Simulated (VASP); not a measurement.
Input of a VASP 6.6.1 run:

File INCAR:

```
SYSTEM = BaTiO3
ALGO = Normal
EDIFF = 1E-6
ENCUT = 600
GGA = CA
GGA_COMPAT = .FALSE.
ISIF = 2
ISMEAR = -1
LASPH = .TRUE.
LCHARG = .FALSE.
LREAL = .FALSE.
LWAVE = .FALSE.
NBANDS = 51
NELM = 120
PREC = Accurate
SIGMA = 0.05
```

KPOINTS

```
k-points
0
G
  7 7 4
  0 0 0
```

Contents of POSCAR:

```
BaTiO3
1.0
   -3.9998000000      0.0000000000      0.0000000000
    0.0000000000      0.0000000000     -4.0180000000
    0.0000000000     -7.9996000000      0.0000000000
Ba Ti O
2 2 6
Direct
    0.0014435500      0.0230418600      0.5075926300
    0.9985564500      0.9769581400      0.9924073700
    0.4803298900      0.5631888500      0.2357999500
    0.5196701100      0.4728111500      0.7642000500
    0.4938005300      0.9659728700      0.2581500200
    0.5061994700      0.0020271300      0.7418499800
    0.5076103700      0.4993320300      0.5074435600
    0.4923896300      0.4706679700      0.9925564400
    0.0152243000      0.4884056200      0.2711337500
    0.9847757000      0.4815943800      0.7288662500
```

Potentials or basis: VASP PAW LDA potentials, release 64 (Ba_sv, Ti_sv, O).

Launch:

```console
$ cat potpaw_LDA.64/Ba_sv/POTCAR potpaw_LDA.64/Ti_sv/POTCAR potpaw_LDA.64/O/POTCAR > POTCAR
$ mpirun -np 1 vasp_std > vasp.out
```

Question: Predict the largest force.

Answer: 6.799 eV/Å.

Question: Estimate the pressure.

Answer: 1.1 GPa.

Question: What does it give for the band gap on the k mesh?

Answer: 1.27 eV (least direct gap 1.44 eV).

Forces in eV/Å, atoms in the order of the input:
```
Ba  -0.026  0.489  0.632
Ba  -0.043  0.105 -0.617
Ti  -0.001 -3.791  5.644
Ti  -0.066  5.488 -0.020
O   -0.337  1.005 -4.217
O    0.319 -1.652  0.244
O    0.283  0.493 -0.075
O   -0.057 -1.838 -0.606
O    0.274  2.203 -0.421
O   -0.346 -2.501 -0.564
```

Caveat: the stress differs along the axes, from -3 to 8 GPa; spin-orbit coupling is left out, which moves the levels of the heavy elements; forces of over 1 eV/Å act on the atoms, so gaps and moduli don't describe the material at rest. A k mesh can miss the band edges.
